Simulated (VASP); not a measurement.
# MoSe (Pm-3m) in VASP: single point with PBE+U

Aim: the single point of MoSe with PBE+U.

Everything below comes from runs of VASP 6.6.1. Logs are shortened: lines on timing, memory, paths and dates and some standing lists are left out, and cuts for length are marked.

## Step 1: The cell of the first run

Symmetry: Pm-3m, No. 221, cubic system. The conventional cell has a = 3.734 Å, b = 3.734 Å, c = 3.734 Å, α = 90.00°, β = 90.00°, γ = 90.00°. Mo (site symmetry m-3m) has 8 Se at 3.23 Å and 6 Mo at 3.73 Å within 4.3 Å. Se (site symmetry m-3m) has 8 Mo at 3.23 Å and 6 Se at 3.73 Å within 4.3 Å.

## Step 2: Single point, PBE+U

Input file INCAR:

```
SYSTEM = MoSe
PREC = Accurate
ENCUT = 500
EDIFF = 1E-6
ISMEAR = 0
SIGMA = 0.1
LREAL = .False.
LASPH = .True.
NELM = 300
ALGO = All
ISIF = 2
LWAVE = .False.
LCHARG = .False.
LMAXMIX = 4
LDAU = .True.
LDAUTYPE = 2
LDAUL = 2 -1
LDAUU = 4.38 0
LDAUJ = 0 0
LDAUPRINT = 1
GGA = PE
NBANDS = 17
GGA_COMPAT = .False.
ISEARCH = 1
KPAR = 4
```

Input file KPOINTS:

```
Automatic mesh
0
Gamma
  12 12 12
  0 0 0
```

Input file POSCAR:

```
MoSe
1.0
    3.7337665803      0.0000000000      0.0000000000
    0.0000000000      3.7337665803      0.0000000000
    0.0000000000      0.0000000000      3.7337665803
Mo Se
1 1
Direct
    0.0000000000      0.0000000000      0.0000000000
    0.5000000000      0.5000000000      0.5000000000
```

Potentials or basis: VASP PAW PBE potentials, release 64 (Mo_sv, Se).

Launch:

```
> cat potpaw_PBE.64/Mo_sv/POTCAR potpaw_PBE.64/Se/POTCAR > POTCAR
> mpirun -np 4 vasp_std > vasp.out
```

OUTCAR:

```text
SYSTEM = MoSe
   PREC = Accurate
   ENCUT = 500
   EDIFF = 1E-6
   ISMEAR = 0
   LREAL = .False.
   LASPH = .True.
   NELM = 300
   ISIF = 2
   GGA = PE

 ion  position               nearest neighbor table
   1  0.000  0.000  0.000-
   2  0.500  0.500  0.500-

  LATTYP: Found a simple cubic cell.
 ALAT       =     3.7337665803

  Lattice vectors:

 A1 = (   3.7337665803,   0.0000000000,   0.0000000000)
 A2 = (   0.0000000000,   3.7337665803,   0.0000000000)
 A3 = (   0.0000000000,   0.0000000000,   3.7337665803)

Analysis of symmetry for initial positions (statically):
=====================================================================
 Subroutine PRICEL returns:
 Original cell was already a primitive cell.

 Routine SETGRP: Setting up the symmetry group for a
 simple cubic supercell.

 Subroutine GETGRP returns: Found 48 space group operations
 (whereof 48 operations were pure point group operations)
 out of a pool of 48 trial point group operations.

The static configuration has the point symmetry O_h .

Analysis of symmetry for dynamics (positions and initial velocities):
=====================================================================
 Subroutine PRICEL returns:
 Original cell was already a primitive cell.

 Routine SETGRP: Setting up the symmetry group for a
 simple cubic supercell.

 Subroutine GETGRP returns: Found 48 space group operations
 (whereof 48 operations were pure point group operations)
 out of a pool of 48 trial point group operations.

The dynamic configuration has the point symmetry O_h .

 Subroutine INISYM returns: Found 48 space group operations
 (whereof 48 operations are pure point group operations),
 and found     1 'primitive' translations

----------------------------------------------------------------------------------------

                                     Primitive cell

  volume of cell :      52.0525

  direct lattice vectors                    reciprocal lattice vectors
     3.733766580  0.000000000  0.000000000     0.267826062  0.000000000  0.000000000
     0.000000000  3.733766580  0.000000000     0.000000000  0.267826062  0.000000000
     0.000000000  0.000000000  3.733766580     0.000000000  0.000000000  0.267826062

  length of vectors
     3.733766580  3.733766580  3.733766580     0.267826062  0.267826062  0.267826062

  position of ions in fractional coordinates (direct lattice)
     0.000000000  0.000000000  0.000000000
     0.500000000  0.500000000  0.500000000

  ion indices of the primitive-cell ions
   primitive index   ion index
                 1           1
                 2           2

----------------------------------------------------------------------------------------

 KPOINTS: Automatic mesh

Automatic generation of k-mesh.
 Grid dimensions read from file:
 generate k-points for:   12   12   12

 Generating k-lattice:

  Cartesian coordinates                     Fractional coordinates (reciprocal lattice)
     0.022318839  0.000000000  0.000000000     0.083333333  0.000000000  0.000000000
     0.000000000  0.022318839  0.000000000     0.000000000  0.083333333  0.000000000
     0.000000000  0.000000000  0.022318839     0.000000000  0.000000000  0.083333333

  Length of vectors
     0.022318839  0.022318839  0.022318839

  Shift w.r.t. Gamma in fractional coordinates (k-lattice)
     0.000000000  0.000000000  0.000000000

 Subroutine IBZKPT returns following result:
 ===========================================

 Found     84 irreducible k-points:

 Following reciprocal coordinates:
            Coordinates               Weight
  0.000000  0.000000  0.000000      1.000000
  0.083333  0.000000  0.000000      6.000000
  0.166667  0.000000  0.000000      6.000000
  0.250000  0.000000  0.000000      6.000000
  0.333333  0.000000  0.000000      6.000000
  0.416667  0.000000  0.000000      6.000000
[... 16 lines left out ...]
  0.333333  0.333333  0.000000     12.000000
  0.416667  0.333333  0.000000     24.000000
 [... further k-points ...]
   k-points           NKPTS =     84   k-points in BZ     NKDIM =     84   number of bands    NBANDS=     17
   number of dos      NEDOS =    301   number of ions     NIONS =      2
   total plane-waves  NPLWV =  21952
   dimension x,y,z NGX =    28 NGY =   28 NGZ =   28
   dimension x,y,z NGXF=    56 NGYF=   56 NGZF=   56
   ions per type =               1   1
   NGX,Y,Z   is equivalent  to a cutoff of  12.47, 12.47, 12.47 a.u.
   NGXF,Y,Z  is equivalent  to a cutoff of  24.93, 24.93, 24.93 a.u.
 SYSTEM =  MoSe
   PREC   = accura    normal or accurate (medium, high low for compatibility)
   ISTART =      0    job   : 0-new  1-cont  2-samecut
   ICHARG =      2    charge: 1-file 2-atom 10-const
   ISPIN  =      1    spin polarized calculation?
   LNONCOLLINEAR =      F non collinear calculations
   LSORBIT =      F    spin-orbit coupling
   LASPH  =      T    aspherical Exc in radial PAW
   ENCUT  =  500.0 eV  36.75 Ry    6.06 a.u.   6.81  6.81  6.81*2*pi/ulx,y,z
   NELM   =    300;   NELMIN=  2; NELMDL= -5     # of ELM steps
   EDIFF  = 0.1E-05   stopping-criterion for ELM
   LREAL  =      F    real-space projection
   EDIFFG = 0.1E-04   stopping-criterion for IOM
   NSW    =      0    number of steps for IOM
   IBRION =     -1    ionic relax: 0-MD 1-quasi-New 2-CG
   NFREE  =      0    steps in history (QN), initial steepest desc. (CG)
   ISIF   =      2    stress and relaxation
   ISYM   =      2    0-nonsym 1-usesym 2-fastsym
   POTIM  = 0.5000    time-step for ionic-motion
   TEBEG  =    0.0;   TEEND  =   0.0 temperature during run
   PSTRESS=    0.0 pullay stress
   NELECT =      20.0000    total number of electrons
   NUPDOWN=      -1.0000    fix difference up-down
   EMIN   =  10.00;   EMAX   =-10.00  energy-range for DOS
   EFERMI =   0.00;   METHOD = LEGACY
   ISMEAR =     0;   SIGMA  =   0.10  broadening in eV -4-tet -1-fermi 0-gaus
   EFERMI_NEDOS =   21; number of points for ismear=-14 and -15
   IALGO  =     58    algorithm
   IMIX   =      4    mixing-type and parameters
     AMIX     =   0.40;   BMIX     =  1.00
     AMIX_MAG =   1.60;   BMIX_MAG =  1.00
  volume/ion in A,a.u.               =      26.03       175.63
  Fermi-wavevector in a.u.,A,eV,Ry     =   1.190157  2.249071 19.272301  1.416474
  Thomas-Fermi vector in A             =   2.326248
   LORBIT       =      0    0 simple, 1 ext, 2 COOP (PROOUT), +10 PAW based schemes
 LDA+U is selected, type is set to LDAUTYPE =  2
   angular momentum for each species LDAUL =     2   -1
   U (eV)           for each species LDAUU =   4.4  0.0
   J (eV)           for each species LDAUJ =   0.0  0.0
   GGA     = PE    functional components
   LHFCALC =     F    Hartree Fock is set to
   AEXX    =    0.0000 exact exchange contribution
   IVDW    =     0    specifies the selected vdW correction
   LEPSILON=     F    determine dielectric tensor
   LRPA    =     F    only Hartree local field effects (RPA)
 non-spin polarized calculation
 Gauss-broadening in eV      SIGMA  =   0.10
  energy-cutoff  :      500.00
  volume of cell :       52.05
 maximum number of plane-waves:      1357
 NGX is ok and might be reduce to    28
   NGX = 13   NGY = 13   NGZ = 13

atom =   1  type =  1  l = 2

 onsite density matrix

spin component  1

  0.0779 -0.0000 -0.0000 -0.0000  0.0000
 -0.0000  0.0779 -0.0000 -0.0000 -0.0000
 -0.0000 -0.0000  0.8210 -0.0000 -0.0000
 -0.0000 -0.0000 -0.0000  0.0779 -0.0000
  0.0000 -0.0000 -0.0000 -0.0000  0.8210

spin component  2

  0.0779 -0.0000 -0.0000 -0.0000  0.0000
 -0.0000  0.0779 -0.0000 -0.0000 -0.0000
 -0.0000 -0.0000  0.8210 -0.0000 -0.0000
 -0.0000 -0.0000 -0.0000  0.0779 -0.0000
  0.0000 -0.0000 -0.0000 -0.0000  0.8210

 occupancies and eigenvectors

  o =  0.0779  v =  1.0000  0.0000  0.0000  0.0000  0.0000  0.0000  0.0000  0.0000  0.0000  0.0000      0.0000  0.0000  0.0000  0.0000  0.0000  0.0000  0.0000  0.0000  0.0000  0.0000
  o =  0.0779  v =  0.0000  0.0000  0.0000  0.0000  0.0000  1.0000  0.0000  0.0000  0.0000  0.0000      0.0000  0.0000  0.0000  0.0000  0.0000  0.0000  0.0000  0.0000  0.0000  0.0000
  o =  0.0779  v =  0.0000 -0.0471  0.0000 -0.9989 -0.0000  0.0000  0.0000  0.0000  0.0000  0.0000      0.0000  0.0000  0.0000  0.0000  0.0000  0.0000  0.0000  0.0000  0.0000  0.0000
  o =  0.0779  v =  0.0000  0.0000  0.0000  0.0000  0.0000  0.0000 -0.0471  0.0000 -0.9989 -0.0000      0.0000  0.0000  0.0000  0.0000  0.0000  0.0000  0.0000  0.0000  0.0000  0.0000
  o =  0.0779  v =  0.0000  0.0000  0.0000  0.0000  0.0000  0.0000  0.9989 -0.0000 -0.0471 -0.0000      0.0000  0.0000  0.0000  0.0000  0.0000  0.0000  0.0000  0.0000  0.0000  0.0000
  o =  0.0779  v =  0.0000  0.9989 -0.0000 -0.0471 -0.0000  0.0000  0.0000  0.0000  0.0000  0.0000      0.0000  0.0000  0.0000  0.0000  0.0000  0.0000  0.0000  0.0000  0.0000  0.0000
  o =  0.8210  v =  0.0000  0.0000  0.0000  0.0000  0.0000  0.0000  0.0000 -0.9987  0.0000  0.0512      0.0000  0.0000  0.0000  0.0000  0.0000  0.0000  0.0000  0.0000  0.0000  0.0000
  o =  0.8210  v =  0.0000  0.0000 -0.9987  0.0000  0.0512  0.0000  0.0000  0.0000  0.0000  0.0000      0.0000  0.0000  0.0000  0.0000  0.0000  0.0000  0.0000  0.0000  0.0000  0.0000
  o =  0.8210  v =  0.0000  0.0000  0.0512 -0.0000  0.9987  0.0000  0.0000  0.0000  0.0000  0.0000      0.0000  0.0000  0.0000  0.0000  0.0000  0.0000  0.0000  0.0000  0.0000  0.0000
  o =  0.8210  v =  0.0000  0.0000  0.0000  0.0000  0.0000  0.0000  0.0000  0.0512 -0.0000  0.9987      0.0000  0.0000  0.0000  0.0000  0.0000  0.0000  0.0000  0.0000  0.0000  0.0000

 number of electron      20.0000012 magnetization

 Free energy of the ion-electron system (eV)
  ---------------------------------------------------
  ext. energy  EPLUGINS =         0.00000000
  ---------------------------------------------------
  free energy    TOTEN  =        -7.52615219 eV

  energy without entropy =       -7.52613118  energy(sigma->0) =       -7.52614169

 E-fermi :   4.8097     XC(G=0):  -9.9625

 val. band max:        4.6641277689   @ k =   0.5000   0.5000   0.0000
 cond. band min:       4.9213674802   @ k =   0.0000   0.0000   0.0000
 fundamental gap:      0.2572397113
 Fermi energy:         4.8096634239

 k-point     1 :       0.0000    0.0000    0.0000
  band No.  band energies     occupation
      1     -56.5085      2.00000
      2     -30.5150      2.00000
      3     -30.5149      2.00000
      4     -30.5149      2.00000
      5      -8.1084      2.00000
      6       2.3223      2.00000
[... 457 lines left out ...]
      4     -30.5103      2.00000
      5      -7.3119      2.00000
      6       0.7837      2.00000
[... 9 lines left out ...]
     16      12.9538      0.00000
     17      14.3116      0.00000

 [... further k-points ...]

------------------------ aborting loop because EDIFF is reached ----------------------------------------

  FORCE on cell =-STRESS in cart. coord.  units (eV):
  Direction    XX          YY          ZZ          XY          YZ          ZX
  --------------------------------------------------------------------------------------
  -------------------------------------------------------------------------------------
  Total       -5.0021454     -5.0021454     -5.0021454      0.0000000      0.0000000     -0.0000000
  in kB     -153.9662040   -153.9662040   -153.9662040      0.0000000      0.0000000     -0.0000000
  external PRESSURE =    -153.9662040 kB  Pullay stress =       0.0000000 kB

 VOLUME and BASIS-vectors are now :
 -----------------------------------------------------------------------------
  energy-cutoff  :      500.00
  volume of cell :       52.05
      direct lattice vectors                 reciprocal lattice vectors
     3.733766580  0.000000000  0.000000000     0.267826062  0.000000000  0.000000000
     0.000000000  3.733766580  0.000000000     0.000000000  0.267826062  0.000000000
     0.000000000  0.000000000  3.733766580     0.000000000  0.000000000  0.267826062

 POSITION                                       TOTAL-FORCE (eV/Angst)
 -----------------------------------------------------------------------------------
      0.00000      0.00000      0.00000         0.000000      0.000000      0.000000
      1.86688      1.86688      1.86688         0.000000      0.000000      0.000000
 -----------------------------------------------------------------------------------
    total drift:                                0.000000      0.000000      0.000000

  FREE ENERGIE OF THE ION-ELECTRON SYSTEM (eV)
  ---------------------------------------------------
  free  energy   TOTEN  =        -7.5261521921 eV

  energy  without entropy=       -7.5261311735  energy(sigma->0) =       -7.52614168
```

Wall time 32 s (4 MPI ranks of AMD EPYC 9R45 (Zen 5), shared host); peak memory 0.23 GiB.

What came out:

```
Free energy            : -7.5262 eV
Pressure               : -15.4 GPa
Band gap on the k mesh : 0.26 eV (least direct gap 1.12 eV)
```

Levels at points of the mesh, in eV from the valence-band top:
| k point | band 8 | band 9 | band 10 | band 11 | band 12 | band 13 |
| --- | --- | --- | --- | --- | --- | --- |
| (0.00, 0.00, 0.00) | -0.87 | -0.87 | -0.87 | 0.26 | 2.07 | 2.07 |
| (0.50, 0.00, 0.00) | -1.23 | -1.23 | -0.23 | 2.21 | 3.19 | 3.19 |
| (0.50, 0.50, 0.00) | -2.12 | -0.24 | 0.00 | 1.21 | 1.32 | 1.32 |
| (0.50, 0.50, 0.50) | -3.45 | -0.21 | -0.21 | 3.10 | 3.10 | 3.10 |

Eigenvalues of the final occupation matrices:
```
    site  spin  trace               eigenvalues
site 1 d     1   1.88  0.08 0.08 0.08 0.82 0.82
site 1 d     2   1.88  0.08 0.08 0.08 0.82 0.82
```

Caveat: the cell stands under tension. A k mesh can miss the band edges.
